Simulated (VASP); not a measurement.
# Al32O (a cell with a defect) in VASP: single point with PBE

Aim: the single point of Al32O (a cell with a defect) with PBE.

Program: VASP 6.6.1. These are calculated values, not measurements. Logs are shortened: lines on timing, memory, paths and dates and some standing lists are left out, and cuts for length are marked.

## Step 1: The cell of the first run

The cell holds a defect, 33 atoms: a = 8.100 Å, b = 8.100 Å, c = 8.100 Å, α = 90.00°, β = 90.00°, γ = 90.00°.

## Step 2: Single point, PBE

The input, INCAR:

```
ALGO = Normal
EDIFF = 1E-6
ENCUT = 520
GGA = PE
ISIF = 2
ISMEAR = 0
LASPH = T
LCHARG = F
LREAL = Auto
LWAVE = F
NBANDS = 73
NELM = 100
PREC = Accurate
SIGMA = 0.15
```

The input, KPOINTS:

```
k-points
0
Gamma
  3 3 3
```

The input, POSCAR:

```
Al32O
1.0
    8.1000000000      0.0000000000      0.0000000000
    0.0000000000      8.1000000000      0.0000000000
    0.0000000000      0.0000000000      8.1000000000
Al O
32 1
Direct
    0.4931667401     -0.0139221650      0.0140370546
    0.7639249094      0.2569233278      0.0139602595
    0.7545648858     -0.0044819152      0.2566695455
    0.0066409321     -0.0045377828      0.0046503728
    0.2510450498      0.2471228483      0.0044782121
    0.5028029445      0.4990217456      0.0045227382
    0.7546633674      0.7434884047      0.0046939862
    0.2505882474     -0.0033466044      0.2568249782
    0.5029506092      0.2470635962      0.2566875457
    0.7533456067      0.4994226914      0.2568441442
    0.5028197852     -0.0045422430      0.5010952098
    0.7544886165      0.2471273487      0.5010665074
    0.7640552086     -0.0139737642      0.7432477878
    0.0067985895      0.4994013300      0.0033595231
    0.2506529038      0.7432911620      0.0033937146
    0.0065125581      0.2461578561      0.2565306040
    0.2523730956      0.4976226235      0.2549144577
    0.5038896701      0.7434478683      0.2566375833
    0.0067827853     -0.0033579339      0.5006264310
    0.2505592067      0.2462569914      0.5005843376
    0.5038128379      0.4994486118      0.5006189743
    0.7533912980      0.7432886800      0.5006660355
    0.2510758959     -0.0045715747      0.7527846773
    0.4935574314      0.2565017880      0.7435245684
    0.7545599045      0.4990207369      0.7527660069
    0.0050837493      0.7449716321      0.2551352923
    0.0049403658      0.4975926876      0.5024026443
    0.2524704246      0.7450226090      0.5024670909
    0.0066928091      0.2470154957      0.7529874345
    0.2506302267      0.4994120142      0.7538531341
    0.5030662556      0.7433665089      0.7530559995
    0.0066702054      0.7433981723      0.7539285186
   -0.3710473662      1.1210561928     -0.1210785999
```

Potentials or basis: VASP PAW PBE potentials, release 64 (Al, O).

Launch:

```bash
> cat potpaw_PBE.64/Al/POTCAR potpaw_PBE.64/O/POTCAR > POTCAR
> mpirun -np 1 vasp_std > vasp.out
```

OUTCAR:

```text
EDIFF = 1E-6
   ENCUT = 520
   GGA = PE
   ISIF = 2
   ISMEAR = 0
   LASPH = T
   LREAL = Auto
   NELM = 100
   PREC = Accurate

 ion  position               nearest neighbor table
   1  0.493  0.986  0.014-  33 1.90  18 2.78  15 2.78   8 2.78   5 2.88  23 2.89   9 2.89  31 2.89
                             3 2.89   7 2.89  24 3.10   2 3.10  13 3.10
   2  0.764  0.257  0.014-  33 1.90  16 2.78  14 2.78  10 2.78   6 2.89  25 2.89   9 2.89  29 2.89
                             3 2.89   4 2.89  24 3.10   1 3.10  13 3.10
   3  0.755  0.996  0.257-  12 2.84  11 2.84  19 2.84  22 2.84  26 2.87  16 2.88  18 2.88   9 2.88
                             7 2.89   4 2.89   1 2.89   2 2.89
   4  0.007  0.995  0.005-   5 2.84   8 2.84  15 2.84  23 2.84  26 2.87  16 2.88  32 2.88  29 2.88
                             7 2.89   3 2.89  13 2.89   2 2.89
   5  0.251  0.247  0.004-  29 2.84   4 2.84  14 2.84  16 2.84  17 2.87   8 2.88  30 2.88  23 2.88
                             6 2.88   1 2.88  24 2.89   9 2.89
   6  0.503  0.499  0.005-  31 2.84   7 2.84  15 2.84  18 2.84  17 2.87  30 2.88  10 2.88  25 2.88
                             5 2.88   2 2.89  24 2.89   9 2.89
   7  0.755  0.743  0.005-  10 2.84  14 2.84   6 2.84  25 2.84  26 2.87  18 2.88  32 2.88  31 2.88
                             4 2.89   3 2.89  13 2.89   1 2.89
   8  0.251  0.997  0.257-   1 2.78  19 2.79  20 2.83  16 2.83   4 2.84  11 2.84  26 2.85  28 2.85
                             9 2.88   5 2.88  18 2.90  15 2.90
   9  0.503  0.247  0.257-  12 2.84  11 2.84  20 2.84  21 2.84  17 2.87  10 2.88   8 2.88   3 2.88
[... 32 lines left out ...]
                            12 2.88   2 2.89  24 2.89  29 2.89
  26  0.005  0.745  0.255-  17 2.83  27 2.83  28 2.83  19 2.85   8 2.85  22 2.85  10 2.85  15 2.85
                            14 2.85   7 2.87   4 2.87   3 2.87
  27  0.005  0.498  0.502-  26 2.83  17 2.83  28 2.83  20 2.85  30 2.85  10 2.85  22 2.85  16 2.85
                            32 2.85  25 2.87  12 2.87  29 2.87
  28  0.252  0.745  0.502-  26 2.83  17 2.83  27 2.83  21 2.85  30 2.85  18 2.85  32 2.85   8 2.85
                            19 2.85  23 2.87  11 2.87  31 2.87
  29  0.007  0.247  0.753-   5 2.84  23 2.84  20 2.84  30 2.84  27 2.87  19 2.88  14 2.88   4 2.88
                            12 2.89  25 2.89  13 2.89   2 2.89
  30  0.251  0.499  0.754-  24 2.78  32 2.79  14 2.83  15 2.83  29 2.84  31 2.84  28 2.85  27 2.85
                             6 2.88   5 2.88  21 2.90  20 2.90
  31  0.503  0.743  0.753-   6 2.84  25 2.84  21 2.84  30 2.84  28 2.87  22 2.88  15 2.88   7 2.88
                            11 2.89  23 2.89  13 2.89   1 2.89
  32  0.007  0.743  0.754-  13 2.78  30 2.79  14 2.83  15 2.83  23 2.84  25 2.84  28 2.85  27 2.85
                             7 2.88   4 2.88  22 2.90  19 2.90
  33  0.629  0.121  0.879-  13 1.90   2 1.90   1 1.90  24 1.90

  LATTYP: Found a simple cubic cell.
 ALAT       =     8.1000000000

  Lattice vectors:

 A1 = (   8.1000000000,   0.0000000000,   0.0000000000)
 A2 = (   0.0000000000,   8.1000000000,   0.0000000000)
 A3 = (   0.0000000000,   0.0000000000,   8.1000000000)

Analysis of symmetry for initial positions (statically):
=====================================================================
 Subroutine PRICEL returns:
 Original cell was already a primitive cell.

 Routine SETGRP: Setting up the symmetry group for a
 simple cubic supercell.

 Subroutine GETGRP returns: Found  1 space group operations
 (whereof  1 operations were pure point group operations)
 out of a pool of 48 trial point group operations.

The static configuration has the point symmetry C_1 .

Analysis of symmetry for dynamics (positions and initial velocities):
=====================================================================
 Subroutine PRICEL returns:
 Original cell was already a primitive cell.

 Routine SETGRP: Setting up the symmetry group for a
 simple cubic supercell.

 Subroutine GETGRP returns: Found  1 space group operations
 (whereof  1 operations were pure point group operations)
 out of a pool of 48 trial point group operations.

The dynamic configuration has the point symmetry C_1 .

 Subroutine INISYM returns: Found  1 space group operations
 (whereof  1 operations are pure point group operations),
 and found     1 'primitive' translations

----------------------------------------------------------------------------------------

                                     Primitive cell

  volume of cell :     531.4410

  direct lattice vectors                    reciprocal lattice vectors
     8.100000000  0.000000000  0.000000000     0.123456790  0.000000000  0.000000000
     0.000000000  8.100000000  0.000000000     0.000000000  0.123456790  0.000000000
     0.000000000  0.000000000  8.100000000     0.000000000  0.000000000  0.123456790

  length of vectors
     8.100000000  8.100000000  8.100000000     0.123456790  0.123456790  0.123456790

  position of ions in fractional coordinates (direct lattice)
     0.493166740  0.986077835  0.014037055
     0.763924909  0.256923328  0.013960260
     0.754564886  0.995518085  0.256669546
     0.006640932  0.995462217  0.004650373
     0.251045050  0.247122848  0.004478212
     0.502802944  0.499021746  0.004522738
[... 25 lines left out ...]
     0.006670205  0.743398172  0.753928519
     0.628952634  0.121056193  0.878921400

  ion indices of the primitive-cell ions
   primitive index   ion index
                 1           1
                 2           2
                 3           3
                 4           4
                 5           5
                 6           6
[... 25 lines left out ...]
                32          32
                33          33

----------------------------------------------------------------------------------------

 KPOINTS: k-points

Automatic generation of k-mesh.
 Grid dimensions read from file:
 generate k-points for:    3    3    3

 Generating k-lattice:

  Cartesian coordinates                     Fractional coordinates (reciprocal lattice)
     0.041152263  0.000000000  0.000000000     0.333333333  0.000000000  0.000000000
     0.000000000  0.041152263  0.000000000     0.000000000  0.333333333  0.000000000
     0.000000000  0.000000000  0.041152263     0.000000000  0.000000000  0.333333333

  Length of vectors
     0.041152263  0.041152263  0.041152263

  Shift w.r.t. Gamma in fractional coordinates (k-lattice)
     0.000000000  0.000000000  0.000000000

 Subroutine IBZKPT returns following result:
 ===========================================

 Found     14 irreducible k-points:

 Following reciprocal coordinates:
            Coordinates               Weight
  0.000000  0.000000  0.000000      1.000000
  0.333333  0.000000  0.000000      2.000000
  0.000000  0.333333  0.000000      2.000000
  0.000000  0.000000  0.333333      2.000000
  0.333333  0.333333  0.000000      2.000000
  0.000000  0.333333  0.333333      2.000000
  0.333333  0.000000  0.333333      2.000000
 -0.333333  0.333333  0.000000      2.000000
 -0.333333  0.000000  0.333333      2.000000
  0.000000 -0.333333  0.333333      2.000000
  0.333333  0.333333  0.333333      2.000000
 -0.333333  0.333333  0.333333      2.000000
 -0.333333 -0.333333  0.333333      2.000000
  0.333333 -0.333333  0.333333      2.000000
   k-points           NKPTS =     14   k-points in BZ     NKDIM =     14   number of bands    NBANDS=     73
   number of dos      NEDOS =    301   number of ions     NIONS =     33
   total plane-waves  NPLWV = 216000
   dimension x,y,z NGX =    60 NGY =   60 NGZ =   60
   dimension x,y,z NGXF=   120 NGYF=  120 NGZF=  120
   ions per type =              32   1
   NGX,Y,Z   is equivalent  to a cutoff of  12.31, 12.31, 12.31 a.u.
   NGXF,Y,Z  is equivalent  to a cutoff of  24.63, 24.63, 24.63 a.u.
 SYSTEM =  unknown system
   PREC   = accura    normal or accurate (medium, high low for compatibility)
   ISTART =      0    job   : 0-new  1-cont  2-samecut
   ICHARG =      2    charge: 1-file 2-atom 10-const
   ISPIN  =      1    spin polarized calculation?
   LNONCOLLINEAR =      F non collinear calculations
   LSORBIT =      F    spin-orbit coupling
   LASPH  =      T    aspherical Exc in radial PAW
   ENCUT  =  520.0 eV  38.22 Ry    6.18 a.u.  15.06 15.06 15.06*2*pi/ulx,y,z
   NELM   =    100;   NELMIN=  2; NELMDL= -5     # of ELM steps
   EDIFF  = 0.1E-05   stopping-criterion for ELM
   LREAL  =      T    real-space projection
   EDIFFG = 0.1E-04   stopping-criterion for IOM
   NSW    =      0    number of steps for IOM
   IBRION =     -1    ionic relax: 0-MD 1-quasi-New 2-CG
   NFREE  =      0    steps in history (QN), initial steepest desc. (CG)
   ISIF   =      2    stress and relaxation
   ISYM   =      2    0-nonsym 1-usesym 2-fastsym
   POTIM  = 0.5000    time-step for ionic-motion
   TEBEG  =    0.0;   TEEND  =   0.0 temperature during run
   PSTRESS=    0.0 pullay stress
   NELECT =     102.0000    total number of electrons
   NUPDOWN=      -1.0000    fix difference up-down
   EMIN   =  10.00;   EMAX   =-10.00  energy-range for DOS
   EFERMI =   0.00;   METHOD = LEGACY
   ISMEAR =     0;   SIGMA  =   0.15  broadening in eV -4-tet -1-fermi 0-gaus
   EFERMI_NEDOS =   21; number of points for ismear=-14 and -15
   IALGO  =     38    algorithm
   IMIX   =      4    mixing-type and parameters
     AMIX     =   0.40;   BMIX     =  1.00
     AMIX_MAG =   1.60;   BMIX_MAG =  1.00
  volume/ion in A,a.u.               =      16.10       108.68
  Fermi-wavevector in a.u.,A,eV,Ry     =   0.944329  1.784523 12.133087  0.891757
  Thomas-Fermi vector in A             =   2.072123
   LORBIT       =      0    0 simple, 1 ext, 2 COOP (PROOUT), +10 PAW based schemes
   GGA     = PE    functional components
   LHFCALC =     F    Hartree Fock is set to
   AEXX    =    0.0000 exact exchange contribution
   IVDW    =     0    specifies the selected vdW correction
   LEPSILON=     F    determine dielectric tensor
   LRPA    =     F    only Hartree local field effects (RPA)
 non-spin polarized calculation
 Gauss-broadening in eV      SIGMA  =   0.15
  energy-cutoff  :      520.00
  volume of cell :      531.44
 maximum number of plane-waves:     14358
   NGX = 31   NGY = 31   NGZ = 31

 number of electron     102.0000014 magnetization

 Free energy of the ion-electron system (eV)
  ---------------------------------------------------
  ext. energy  EPLUGINS =         0.00000000
  ---------------------------------------------------
  free energy    TOTEN  =      -128.84512376 eV

  energy without entropy =     -128.75001641  energy(sigma->0) =     -128.79757009

 E-fermi :   7.9944     XC(G=0): -10.2356

 val. band max:        7.9746726813   @ k =   0.3333   0.0000   0.3333
 cond. band min:       8.0635960291   @ k =   0.0000   0.3333   0.0000
 fundamental gap:      0.0889233478
 Fermi energy:         7.9944387353

 k-point     1 :       0.0000    0.0000    0.0000
  band No.  band energies     occupation
      1     -13.2780      2.00000
      2      -2.9598      2.00000
      3      -1.1296      2.00000
      4      -1.1293      2.00000
      5      -1.1253      2.00000
      6      -0.8581      2.00000
[... 913 lines left out ...]
     62       9.8346      0.00000
     63       9.8348      0.00000
 [bands above 63 left out]

------------------------ aborting loop because EDIFF is reached ----------------------------------------

  FORCE on cell =-STRESS in cart. coord.  units (eV):
  Direction    XX          YY          ZZ          XY          YZ          ZX
  --------------------------------------------------------------------------------------
  -------------------------------------------------------------------------------------
  Total        2.7730092      2.7706915      2.7748746      0.0107319      0.0138069     -0.0142563
  in kB        8.3600107      8.3530235      8.3656345      0.0323543      0.0416247     -0.0429797
  external PRESSURE =       8.3595563 kB  Pullay stress =       0.0000000 kB

 VOLUME and BASIS-vectors are now :
 -----------------------------------------------------------------------------
  energy-cutoff  :      520.00
  volume of cell :      531.44
      direct lattice vectors                 reciprocal lattice vectors
     8.100000000  0.000000000  0.000000000     0.123456790  0.000000000  0.000000000
     0.000000000  8.100000000  0.000000000     0.000000000  0.123456790  0.000000000
     0.000000000  0.000000000  8.100000000     0.000000000  0.000000000  0.123456790

 POSITION                                       TOTAL-FORCE (eV/Angst)
 -----------------------------------------------------------------------------------
      3.99465      7.98723      0.11370         0.004049     -0.007793      0.007684
      6.18779      2.08108      0.11308         0.007870     -0.003055      0.007243
      6.11198      8.06370      2.07902        -0.002276      0.000981     -0.002719
      0.05379      8.06324      0.03767        -0.002240      0.001921     -0.003696
      2.03346      2.00170      0.03627        -0.007448      0.000278      0.003237
      4.07270      4.04208      0.03663         0.003958      0.006585      0.002227
[... 25 lines left out ...]
      0.05403      6.02153      6.10682         0.000740     -0.000981     -0.003846
      5.09452      0.98056      7.11926        -0.007819      0.009473     -0.004379
 -----------------------------------------------------------------------------------
    total drift:                               -0.016132      0.016112     -0.016502

  FREE ENERGIE OF THE ION-ELECTRON SYSTEM (eV)
  ---------------------------------------------------
  free  energy   TOTEN  =      -128.8451237642 eV

  energy  without entropy=     -128.7500164136  energy(sigma->0) =     -128.79757009
```

Wall time 24 min (1 thread of Intel Xeon Platinum 8259CL at 2.50GHz (Skylake/Cascade Lake), shared host); peak memory 0.68 GiB.

What came out:

```yaml
Free_energy: -128.8451 eV
Pressure: 0.8 GPa
Largest_force: 0.013 eV/Å
Band_gap_on_the_k_mesh: zero (band 51 reaches 8.13 eV, above the bottom of band 52 at 7.81 eV)
```

Forces on the atoms (eV/Å):
```
Al   0.004 -0.008  0.008
Al   0.008 -0.003  0.007
Al  -0.002  0.001 -0.003
Al  -0.002  0.002 -0.004
Al  -0.007  0.000  0.003
Al   0.004  0.007  0.002
Al  -0.002 -0.001 -0.003
Al   0.002  0.001  0.000
Al  -0.004  0.003  0.001
Al   0.000 -0.001 -0.002
Al   0.001  0.000 -0.009
Al   0.003  0.001 -0.008
Al   0.008 -0.009  0.002
Al  -0.001 -0.001  0.000
Al   0.000  0.000  0.000
Al   0.004  0.002  0.005
Al   0.001 -0.001 -0.001
Al  -0.003 -0.002  0.002
Al   0.000  0.001  0.002
Al   0.003 -0.007  0.003
Al   0.005 -0.004  0.002
Al   0.000  0.000  0.000
Al  -0.008  0.000  0.003
Al  -0.004  0.002 -0.003
Al   0.001  0.006  0.005
Al  -0.001  0.001 -0.001
Al  -0.002  0.000  0.001
Al  -0.002  0.002 -0.001
Al   0.000  0.004 -0.003
Al   0.003 -0.003  0.005
Al  -0.004 -0.001 -0.004
Al   0.001 -0.001 -0.004
O   -0.008  0.009 -0.004
```
